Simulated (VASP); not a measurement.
# FePt (Tetraferroplatinum) (P4/mmm) in VASP: single point with LDA

Aim: the single point of FePt (Tetraferroplatinum) with LDA.

Everything below comes from runs of VASP 6.6.1. Logs are shortened: lines on timing, memory, paths and dates and some standing lists are left out, and cuts for length are marked.

### 1 The cell of the first run

It takes space group P4/mmm (No. 123, tetragonal). Conventional cell: a = 2.724 Å, b = 2.724 Å, c = 3.720 Å, α = 90.00°, β = 90.00°, γ = 90.00°. Fe (site symmetry 4/mmm) has 8 Pt at 2.68 Å and 4 Fe at 2.72 Å within 3.5 Å. Pt (site symmetry 4/mmm) has 8 Fe at 2.68 Å and 4 Pt at 2.72 Å within 3.5 Å.

### 2 Single point, LDA, collinear spin, ferromagnetic start

File INCAR:

```
SYSTEM = FePt
PREC     = Accurate       ! precision mode
ENCUT    = 520            ! plane-wave cutoff, eV
EDIFF    = 1E-7           ! SCF threshold, eV
ISMEAR   = 1              ! smearing method
SIGMA    = 0.05           ! smearing width, eV
LREAL    = .False.        ! projectors in reciprocal space
LASPH    = .True.         ! aspherical terms in the spheres
NELM     = 150            ! most SCF steps
ALGO     = Normal         ! electronic algorithm
ISIF     = 2              ! what is computed and relaxed
LWAVE    = .False.        ! write WAVECAR
LCHARG   = .False.        ! write CHGCAR
ISPIN    = 2              ! spin polarisation
MAGMOM   = 3.5 0          ! initial moments
LORBIT   = 11             ! projections on sites
LMAXMIX  = 4              ! l up to which the mixer works
GGA      = CA             ! functional
NBANDS   = 20             ! bands
```

File KPOINTS:

```
Automatic mesh
0
Gamma
  10 10 8
  0 0 0
```

File POSCAR:

```
FePt
1.0
    2.7235000000      0.0000000000      0.0000000000
    0.0000000000      2.7235000000      0.0000000000
    0.0000000000      0.0000000000      3.7200000000
Fe Pt
1 1
Direct
    0.0000000000      0.0000000000      0.0000000000
    0.5000000000      0.5000000000      0.5000000000
```

Potentials or basis: VASP PAW LDA potentials, release 64 (Fe, Pt).

Started as:

```sh
> cat potpaw_LDA.64/Fe/POTCAR potpaw_LDA.64/Pt/POTCAR > POTCAR
> mpirun -np 1 vasp_std > vasp.out
```

OUTCAR:

```text
SYSTEM = FePt
   PREC = Accurate
   ENCUT = 520
   EDIFF = 1E-7
   ISMEAR = 1
   LREAL = .False.
   LASPH = .True.
   NELM = 150
   ISIF = 2
   ISPIN = 2
   LORBIT = 11
   GGA = CA

 ion  position               nearest neighbor table
   1  0.000  0.000  0.000-   2 2.68   2 2.68   2 2.68   2 2.68   2 2.68   2 2.68   2 2.68   2 2.68

   2  0.500  0.500  0.500-   1 2.68   1 2.68   1 2.68   1 2.68   1 2.68   1 2.68   1 2.68   1 2.68

  LATTYP: Found a simple tetragonal cell.
 ALAT       =     2.7235000000
 C/A-ratio  =     1.3658894804

  Lattice vectors:

 A1 = (   2.7235000000,   0.0000000000,   0.0000000000)
 A2 = (   0.0000000000,   2.7235000000,   0.0000000000)
 A3 = (   0.0000000000,   0.0000000000,   3.7200000000)

Analysis of symmetry for initial positions (statically):
=====================================================================
 Subroutine PRICEL returns:
 Original cell was already a primitive cell.

 Routine SETGRP: Setting up the symmetry group for a
 simple tetragonal supercell.

 Subroutine GETGRP returns: Found 16 space group operations
 (whereof 16 operations were pure point group operations)
 out of a pool of 16 trial point group operations.

The static configuration has the point symmetry D_4h.

Analysis of symmetry for dynamics (positions and initial velocities):
=====================================================================
 Subroutine PRICEL returns:
 Original cell was already a primitive cell.

 Routine SETGRP: Setting up the symmetry group for a
 simple tetragonal supercell.

 Subroutine GETGRP returns: Found 16 space group operations
 (whereof 16 operations were pure point group operations)
 out of a pool of 16 trial point group operations.

The dynamic configuration has the point symmetry D_4h.

Analysis of structural, dynamic, and magnetic symmetry:
=====================================================================
 Subroutine PRICEL returns:
 Original cell was already a primitive cell.

 Routine SETGRP: Setting up the symmetry group for a
 simple tetragonal supercell.

 Subroutine GETGRP returns: Found 16 space group operations
 (whereof 16 operations were pure point group operations)
 out of a pool of 16 trial point group operations.

The overall configuration has the point symmetry D_4h.

 Subroutine INISYM returns: Found 16 space group operations
 (whereof 16 operations are pure point group operations),
 and found     1 'primitive' translations

----------------------------------------------------------------------------------------

                                     Primitive cell

  volume of cell :      27.5929

  direct lattice vectors                    reciprocal lattice vectors
     2.723500000  0.000000000  0.000000000     0.367174592  0.000000000  0.000000000
     0.000000000  2.723500000  0.000000000     0.000000000  0.367174592  0.000000000
     0.000000000  0.000000000  3.720000000     0.000000000  0.000000000  0.268817204

  length of vectors
     2.723500000  2.723500000  3.720000000     0.367174592  0.367174592  0.268817204

  position of ions in fractional coordinates (direct lattice)
     0.000000000  0.000000000  0.000000000
     0.500000000  0.500000000  0.500000000

  ion indices of the primitive-cell ions
   primitive index   ion index
                 1           1
                 2           2

----------------------------------------------------------------------------------------

 KPOINTS: Automatic mesh

Automatic generation of k-mesh.
 Grid dimensions read from file:
 generate k-points for:   10   10    8

 Generating k-lattice:

  Cartesian coordinates                     Fractional coordinates (reciprocal lattice)
     0.036717459  0.000000000  0.000000000     0.100000000  0.000000000  0.000000000
     0.000000000  0.036717459  0.000000000     0.000000000  0.100000000  0.000000000
     0.000000000  0.000000000  0.033602151     0.000000000  0.000000000  0.125000000

  Length of vectors
     0.036717459  0.036717459  0.033602151

  Shift w.r.t. Gamma in fractional coordinates (k-lattice)
     0.000000000  0.000000000  0.000000000

 Subroutine IBZKPT returns following result:
 ===========================================

 Found    105 irreducible k-points:

 Following reciprocal coordinates:
            Coordinates               Weight
  0.000000  0.000000  0.000000      1.000000
  0.100000  0.000000  0.000000      4.000000
  0.200000  0.000000  0.000000      4.000000
  0.300000  0.000000  0.000000      4.000000
  0.400000  0.000000  0.000000      4.000000
  0.500000  0.000000  0.000000      2.000000
[... 16 lines left out ...]
  0.100000  0.000000  0.125000      8.000000
  0.200000  0.000000  0.125000      8.000000
 [... further k-points ...]
   k-points           NKPTS =    105   k-points in BZ     NKDIM =    105   number of bands    NBANDS=     20
   number of dos      NEDOS =    301   number of ions     NIONS =      2
   total plane-waves  NPLWV =  11200
   dimension x,y,z NGX =    20 NGY =   20 NGZ =   28
   dimension x,y,z NGXF=    40 NGYF=   40 NGZF=   56
   ions per type =               1   1
   NGX,Y,Z   is equivalent  to a cutoff of  12.21, 12.21, 12.51 a.u.
   NGXF,Y,Z  is equivalent  to a cutoff of  24.42, 24.42, 25.03 a.u.
 SYSTEM =  FePt
   PREC   = accura    normal or accurate (medium, high low for compatibility)
   ISTART =      0    job   : 0-new  1-cont  2-samecut
   ICHARG =      2    charge: 1-file 2-atom 10-const
   ISPIN  =      2    spin polarized calculation?
   LNONCOLLINEAR =      F non collinear calculations
   LSORBIT =      F    spin-orbit coupling
   LASPH  =      T    aspherical Exc in radial PAW
   ENCUT  =  520.0 eV  38.22 Ry    6.18 a.u.   5.06  5.06  6.92*2*pi/ulx,y,z
   NELM   =    150;   NELMIN=  2; NELMDL= -5     # of ELM steps
   EDIFF  = 0.1E-06   stopping-criterion for ELM
   LREAL  =      F    real-space projection
   EDIFFG = 0.1E-05   stopping-criterion for IOM
   NSW    =      0    number of steps for IOM
   IBRION =     -1    ionic relax: 0-MD 1-quasi-New 2-CG
   NFREE  =      0    steps in history (QN), initial steepest desc. (CG)
   ISIF   =      2    stress and relaxation
   ISYM   =      2    0-nonsym 1-usesym 2-fastsym
   POTIM  = 0.5000    time-step for ionic-motion
   TEBEG  =    0.0;   TEEND  =   0.0 temperature during run
   PSTRESS=    0.0 pullay stress
   NELECT =      18.0000    total number of electrons
   NUPDOWN=      -1.0000    fix difference up-down
   EMIN   =  10.00;   EMAX   =-10.00  energy-range for DOS
   EFERMI =   0.00;   METHOD = LEGACY
   ISMEAR =     1;   SIGMA  =   0.05  broadening in eV -4-tet -1-fermi 0-gaus
   EFERMI_NEDOS =   21; number of points for ismear=-14 and -15
   IALGO  =     38    algorithm
   IMIX   =      4    mixing-type and parameters
     AMIX     =   0.40;   BMIX     =  1.00
     AMIX_MAG =   1.60;   BMIX_MAG =  1.00
  volume/ion in A,a.u.               =      13.80        93.10
  Fermi-wavevector in a.u.,A,eV,Ry     =   1.419819  2.683070 27.427809  2.015887
  Thomas-Fermi vector in A             =   2.540800
   LORBIT       =     11    0 simple, 1 ext, 2 COOP (PROOUT), +10 PAW based schemes
   GGA     = CA    functional components
   LHFCALC =     F    Hartree Fock is set to
   AEXX    =    0.0000 exact exchange contribution
   IVDW    =     0    specifies the selected vdW correction
   LEPSILON=     F    determine dielectric tensor
   LRPA    =     F    only Hartree local field effects (RPA)
 spin polarized calculation
 Methfessel and Paxton  Order N= 1 SIGMA  =   0.05
  energy-cutoff  :      520.00
  volume of cell :       27.59
 maximum number of plane-waves:       760
   NGX = 11   NGY = 11   NGZ = 13

 number of electron      17.9999997 magnetization       3.2153937

 Free energy of the ion-electron system (eV)
  ---------------------------------------------------
  ext. energy  EPLUGINS =         0.00000000
  ---------------------------------------------------
  free energy    TOTEN  =       -16.94118450 eV

  energy without entropy =      -16.94078854  energy(sigma->0) =      -16.94105251

 E-fermi :   8.4893     XC(G=0): -13.3085

 val. band max:        8.4860947179   @ k =   0.1000   0.1000   0.1250
 cond. band min:       8.4920278349   @ k =   0.5000   0.2000   0.1250
 fundamental gap:      0.0059331170
 Fermi energy:         8.4893277078

 spin component 1

 k-point     1 :       0.0000    0.0000    0.0000
  band No.  band energies     occupation
      1      -1.1040      1.00000
      2       2.2046      1.00000
      3       2.3202      1.00000
      4       5.1677      1.00000
      5       5.1677      1.00000
      6       5.7233      1.00000
[... 12 lines left out ...]
     19      29.9735      0.00000
     20      29.9735      0.00000

 k-point     2 :       0.1000    0.0000    0.0000
  band No.  band energies     occupation
      1      -0.8446      1.00000
      2       2.3361      1.00000
      3       2.5061      1.00000
      4       5.0513      1.00000
      5       5.2437      1.00000
      6       5.7898      1.00000
[... 12 lines left out ...]
     19      29.7041      0.00000
     20      30.4605      0.00000
[... 465 lines left out ...]
      3       2.5681      1.00000
      4       5.0932      1.00000
      5       5.3009      1.00000
      6       5.7397      1.00000
[... 12 lines left out ...]
     19      29.6840      0.00000
     20      30.2352      0.00000

 k-point    24 :       0.2000    0.0000    0.1250
  band No.  band energies     occupation
      1       0.0451      1.00000
      2       2.6841      1.00000
      3       3.1699      1.00000
      4       4.7306      1.00000
      5       5.4381      1.00000
      6       5.8659      1.00000
[... 12 lines left out ...]
     19      31.4740      0.00000
     20      31.5635      0.00000

 [... further k-points ...]

 spin component 2

 k-point     1 :       0.0000    0.0000    0.0000
  band No.  band energies     occupation
      1      -0.8645      1.00000
      2       2.6754      1.00000
      3       2.7348      1.00000
      4       6.1054      1.00000
      5       6.1054      1.00000
      6       7.7023      1.00000
[... 12 lines left out ...]
     19      30.1797      0.00000
     20      30.1797      0.00000

 k-point     2 :       0.1000    0.0000    0.0000
  band No.  band energies     occupation
      1      -0.6031      1.00000
      2       2.7939      1.00000
      3       2.9393      1.00000
      4       5.8670      1.00000
      5       6.1781      1.00000
      6       7.5288      1.00000
[... 12 lines left out ...]
     19      30.1877      0.00000
     20      30.6693      0.00000
[... 465 lines left out ...]
      3       3.0078      1.00000
      4       5.8860      1.00000
      5       6.2161      1.00000
      6       7.5512      1.00000
[... 12 lines left out ...]
     19      30.2611      0.00000
     20      30.4978      0.00000

 k-point    24 :       0.2000    0.0000    0.1250
  band No.  band energies     occupation
      1       0.2914      1.00000
      2       3.1022      1.00000
      3       3.6483      1.00000
      4       5.2402      1.00000
      5       6.3591      1.00000
      6       7.1088      1.00000
[... 12 lines left out ...]
     19      31.7940      0.00000
     20      31.8446      0.00000

 [... further k-points ...]
[... 5 lines left out ...]
  --------------------------------------------------------------------------------------
  -------------------------------------------------------------------------------------
  Total       -2.2645889     -2.2645889     -1.9904032      0.0000000     -0.0000000     -0.0000000
  in kB     -131.4928852   -131.4928852   -115.5723504      0.0000000     -0.0000000     -0.0000000
  external PRESSURE =    -126.1860403 kB  Pullay stress =       0.0000000 kB

 VOLUME and BASIS-vectors are now :
 -----------------------------------------------------------------------------
  energy-cutoff  :      520.00
  volume of cell :       27.59
      direct lattice vectors                 reciprocal lattice vectors
     2.723500000  0.000000000  0.000000000     0.367174592  0.000000000  0.000000000
     0.000000000  2.723500000  0.000000000     0.000000000  0.367174592  0.000000000
     0.000000000  0.000000000  3.720000000     0.000000000  0.000000000  0.268817204

 POSITION                                       TOTAL-FORCE (eV/Angst)
 -----------------------------------------------------------------------------------
      0.00000      0.00000      0.00000         0.000000      0.000000      0.000000
      1.36175      1.36175      1.86000         0.000000      0.000000      0.000000
 -----------------------------------------------------------------------------------
    total drift:                               -0.000000      0.000000      0.000000

  FREE ENERGIE OF THE ION-ELECTRON SYSTEM (eV)
  ---------------------------------------------------
  free  energy   TOTEN  =       -16.9411844981 eV

  energy  without entropy=      -16.9407885401  energy(sigma->0) =      -16.94105251

 total charge

# of ion       s       p       d       tot
------------------------------------------
    1        0.412   0.451   6.154   7.017
    2        0.712   0.658   8.049   9.419
--------------------------------------------------
tot          1.124   1.109  14.203  16.436

 magnetization (x)

# of ion       s       p       d       tot
------------------------------------------
    1        0.003   0.001   2.807   2.810
    2       -0.022  -0.048   0.423   0.353
--------------------------------------------------
tot         -0.019  -0.048   3.230   3.162
```

Wall time 55 s (1 thread of Intel Xeon Platinum 8375C at 2.90GHz (Ice Lake), shared host); peak memory 0.2 GiB.

Results:

```
Free energy                                           : -16.9412 eV
Pressure                                              : -12.6 GPa
Net moment                                            : 3.22 μB per cell
Site moments                                          : Fe +2.81; Pt +0.35 μB
Valence electrons inside the program's atomic spheres : Fe 7.02; Pt 9.42
```

Stress tensor (GPa, compression positive):
```
-13.15   0.00   0.00
  0.00 -13.15   0.00
  0.00   0.00 -11.56
```

Caveat: spin-orbit coupling is left out, which moves the levels of the heavy elements.
